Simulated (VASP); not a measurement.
# AlCo (Pm-3m) in VASP: further runs, part 2 of 2

VASP 6.6.1. The steps go on from the part before.

### Step 4. Single point, RPBE, collinear spin, ferromagnetic start

This run uses another cell than the first one, of 11.88 Å³/atom.

File INCAR:

```
ALGO = Normal
EDIFF = 1E-6
ENCUT = 600
GGA = RP
GGA_COMPAT = False
ISIF = 2
ISMEAR = -1
ISPIN = 2
LASPH = True
LCHARG = True
LELF = True
LMAXMIX = 4
LORBIT = 11
LREAL = False
LVHAR = True
LWAVE = False
MAGMOM = 0 2.5
NBANDS = 17
NELM = 200
PREC = Accurate
SIGMA = 0.1
```

File KPOINTS:

```
k-points
0
Gamma
  14 14 14
```

File POSCAR:

```
AlCo
1.0
    2.8747055474      0.0000000000      0.0000000000
    0.0000000000      2.8747055474      0.0000000000
    0.0000000000      0.0000000000      2.8747055474
Al Co
1 1
Direct
    0.0000000000      0.0000000000      0.0000000000
    0.5000000000      0.5000000000      0.5000000000
```

Potentials or basis: VASP PAW PBE potentials, release 64 (Al, Co).

Command:

```sh
> cat potpaw_PBE.64/Al/POTCAR potpaw_PBE.64/Co/POTCAR > POTCAR
> mpirun -np 1 vasp_std > vasp.out
```

OUTCAR:

```text
EDIFF = 1E-6
   ENCUT = 600
   GGA = RP
   ISIF = 2
   ISMEAR = -1
   ISPIN = 2
   LASPH = True
   LORBIT = 11
   LREAL = False
   NELM = 200
   PREC = Accurate

 ion  position               nearest neighbor table
   1  0.000  0.000  0.000-   2 2.49   2 2.49   2 2.49   2 2.49   2 2.49   2 2.49   2 2.49   2 2.49

   2  0.500  0.500  0.500-   1 2.49   1 2.49   1 2.49   1 2.49   1 2.49   1 2.49   1 2.49   1 2.49

  LATTYP: Found a simple cubic cell.
 ALAT       =     2.8747055474

  Lattice vectors:

 A1 = (   2.8747055474,   0.0000000000,   0.0000000000)
 A2 = (   0.0000000000,   2.8747055474,   0.0000000000)
 A3 = (   0.0000000000,   0.0000000000,   2.8747055474)

Analysis of symmetry for initial positions (statically):
=====================================================================
 Subroutine PRICEL returns:
 Original cell was already a primitive cell.

 Routine SETGRP: Setting up the symmetry group for a
 simple cubic supercell.

 Subroutine GETGRP returns: Found 48 space group operations
 (whereof 48 operations were pure point group operations)
 out of a pool of 48 trial point group operations.

The static configuration has the point symmetry O_h .

Analysis of symmetry for dynamics (positions and initial velocities):
=====================================================================
 Subroutine PRICEL returns:
 Original cell was already a primitive cell.

 Routine SETGRP: Setting up the symmetry group for a
 simple cubic supercell.

 Subroutine GETGRP returns: Found 48 space group operations
 (whereof 48 operations were pure point group operations)
 out of a pool of 48 trial point group operations.

The dynamic configuration has the point symmetry O_h .

Analysis of structural, dynamic, and magnetic symmetry:
=====================================================================
 Subroutine PRICEL returns:
 Original cell was already a primitive cell.

 Routine SETGRP: Setting up the symmetry group for a
 simple cubic supercell.

[... 147 lines left out ...]
  ---------------------------------------------------
  free energy    TOTEN  =       -11.18553658 eV

  energy without entropy =      -11.15540127  energy(sigma->0) =      -11.17046892

 E-fermi :  10.2986     XC(G=0): -12.0547

 val. band max:       10.2819360999   @ k =   0.4286   0.4286   0.0000
 cond. band min:      10.3217110638   @ k =   0.4286   0.4286   0.0714
 fundamental gap:      0.0397749640
 Fermi energy:        10.2986156844

 spin component 1

 k-point     1 :       0.0000    0.0000    0.0000
  band No.  band energies     occupation
      1      -0.5519      1.00000
      2       7.5041      1.00000
      3       7.5041      1.00000
      4       9.5250      0.99956
      5       9.5250      0.99956
      6       9.5250      0.99956
[... 459 lines left out ...]
      6       9.2948      0.99996
[... 9 lines left out ...]
     16      31.2652      0.00000
     17      33.3024      0.00000

 [... further k-points ...]

 spin component 2

 k-point     1 :       0.0000    0.0000    0.0000
  band No.  band energies     occupation
      1      -0.5521      1.00000
      2       7.5050      1.00000
      3       7.5050      1.00000
      4       9.5255      0.99956
      5       9.5255      0.99956
      6       9.5255      0.99956
[... 459 lines left out ...]
      6       9.2953      0.99996
[... 9 lines left out ...]
     16      31.2651      0.00000
     17      33.3024      0.00000

 [... further k-points ...]

------------------------ aborting loop because EDIFF is reached ----------------------------------------

  FORCE on cell =-STRESS in cart. coord.  units (eV):
  Direction    XX          YY          ZZ          XY          YZ          ZX
  --------------------------------------------------------------------------------------
  -------------------------------------------------------------------------------------
  Total       -0.0324514     -0.0324514     -0.0324514      0.0000000      0.0000000      0.0000000
  in kB       -2.1885908     -2.1885908     -2.1885908      0.0000000      0.0000000      0.0000000
  external PRESSURE =      -2.1885908 kB  Pullay stress =       0.0000000 kB

 VOLUME and BASIS-vectors are now :
 -----------------------------------------------------------------------------
  energy-cutoff  :      600.00
  volume of cell :       23.76
      direct lattice vectors                 reciprocal lattice vectors
     2.874705547  0.000000000  0.000000000     0.347861714  0.000000000  0.000000000
     0.000000000  2.874705547  0.000000000     0.000000000  0.347861714  0.000000000
     0.000000000  0.000000000  2.874705547     0.000000000  0.000000000  0.347861714

 POSITION                                       TOTAL-FORCE (eV/Angst)
 -----------------------------------------------------------------------------------
      0.00000      0.00000      0.00000         0.000000      0.000000      0.000000
      1.43735      1.43735      1.43735         0.000000      0.000000      0.000000
 -----------------------------------------------------------------------------------
    total drift:                                0.000000      0.000000     -0.000000

  FREE ENERGIE OF THE ION-ELECTRON SYSTEM (eV)
  ---------------------------------------------------
  free  energy   TOTEN  =       -11.1855365807 eV

  energy  without entropy=      -11.1554012670  energy(sigma->0) =      -11.17046892

 total charge

# of ion       s       p       d       tot
------------------------------------------
    1        0.394   0.418   0.000   0.811
    2        0.426   0.488   7.484   8.398
--------------------------------------------------
tot          0.819   0.906   7.484   9.209

 magnetization (x)

# of ion       s       p       d       tot
------------------------------------------
    1       -0.000  -0.000   0.000  -0.000
    2        0.000  -0.000   0.001   0.001
--------------------------------------------------
tot         -0.000  -0.000   0.001   0.001
```

OSZICAR:

```text
N       E                     dE             d eps       ncg     rms          rms(c)
DAV:   1     0.425655914268E+02    0.42566E+02   -0.51221E+03  8304   0.792E+02
DAV:   2    -0.990629023590E+01   -0.52472E+02   -0.46446E+02  9229   0.162E+02
DAV:   3    -0.122119362385E+02   -0.23056E+01   -0.22596E+01  9852   0.354E+01
DAV:   4    -0.122451777589E+02   -0.33242E-01   -0.33218E-01  9869   0.372E+00
DAV:   5    -0.122461452402E+02   -0.96748E-03   -0.96742E-03 10120   0.697E-01    0.132E+01
DAV:   6    -0.150586704024E+02   -0.28125E+01   -0.42051E+01  9053   0.717E+01    0.176E+01
DAV:   7    -0.111653706448E+02    0.38933E+01   -0.24068E+01  9295   0.460E+01    0.283E+00
DAV:   8    -0.111897947915E+02   -0.24424E-01   -0.17725E-01 10044   0.284E+00    0.151E+00
DAV:   9    -0.111856194076E+02    0.41754E-02   -0.65364E-02 11136   0.171E+00    0.988E-01
DAV:  10    -0.111853095412E+02    0.30987E-03   -0.96096E-03 11811   0.647E-01    0.236E-01
DAV:  11    -0.111854887498E+02   -0.17921E-03   -0.38026E-04 11752   0.144E-01    0.127E-01
DAV:  12    -0.111855121188E+02   -0.23369E-04   -0.11080E-04 11536   0.673E-02    0.701E-02
DAV:  13    -0.111855305721E+02   -0.18453E-04   -0.86169E-05 11045   0.659E-02    0.180E-02
DAV:  14    -0.111855345973E+02   -0.40253E-05   -0.11584E-05 10366   0.234E-02    0.761E-03
DAV:  15    -0.111855359321E+02   -0.13348E-05   -0.69701E-06  4555   0.170E-02    0.440E-03
DAV:  16    -0.111855365807E+02   -0.64858E-06   -0.67171E-06  4440   0.169E-02
   1 F= -.11185537E+02 E0= -.11170469E+02  d E =-.301353E-01  mag=    -0.0000
```

It took 2.5 min on 1 thread of Intel Xeon 8259CL, shared host; peak memory 0.22 GiB.

Results:

```
Free energy                                           : -11.1855 eV
Pressure                                              : -0.2 GPa
Band gap on the k mesh                                : zero (filled and empty bands overlap)
Net moment                                            : 0.00 μB per cell
Valence electrons inside the program's atomic spheres : Al 0.81; Co 8.40
```

Levels at points of the mesh, in eV from the Fermi level:
Spin up:
```
           k point  band 3  band 4  band 5  band 6  band 7  band 8  band 9  band 10
(0.00, 0.00, 0.00)   -2.79   -0.77   -0.77   -0.77    5.91    5.91    5.91     8.63
(0.50, 0.00, 0.00)   -2.22   -1.61   -1.61   -0.67    0.22    8.36   10.51    10.51
(0.50, 0.50, 0.00)   -2.59   -2.59   -1.41   -1.41   -0.18    2.41    3.36    12.59
(0.50, 0.50, 0.50)   -3.78   -0.14   -0.14    2.42    2.42    2.42    4.02     5.21
```
Spin down:
| k point | band 2 | band 3 | band 4 | band 5 | band 6 | band 7 | band 8 | band 9 | band 10 | band 11 |
| --- | --- | --- | --- | --- | --- | --- | --- | --- | --- | --- |
| (0.00, 0.00, 0.00) | -2.79 | -2.79 | -0.77 | -0.77 | -0.77 | 5.91 | 5.91 | 5.91 | 8.63 | 8.63 |
| (0.50, 0.00, 0.00) | -6.45 | -2.22 | -1.61 | -1.61 | -0.67 | 0.22 | 8.36 | 10.51 | 10.51 | 11.45 |
| (0.50, 0.50, 0.00) | -2.90 | -2.59 | -2.59 | -1.41 | -1.41 | -0.18 | 2.41 | 3.36 | 12.59 | 15.64 |
| (0.50, 0.50, 0.50) | -3.78 | -3.78 | -0.14 | -0.14 | 2.42 | 2.42 | 2.42 | 4.02 | 5.21 | 5.21 |

Caveat: the PAW data sets were made with another functional, which shifts forces and pressure a little.
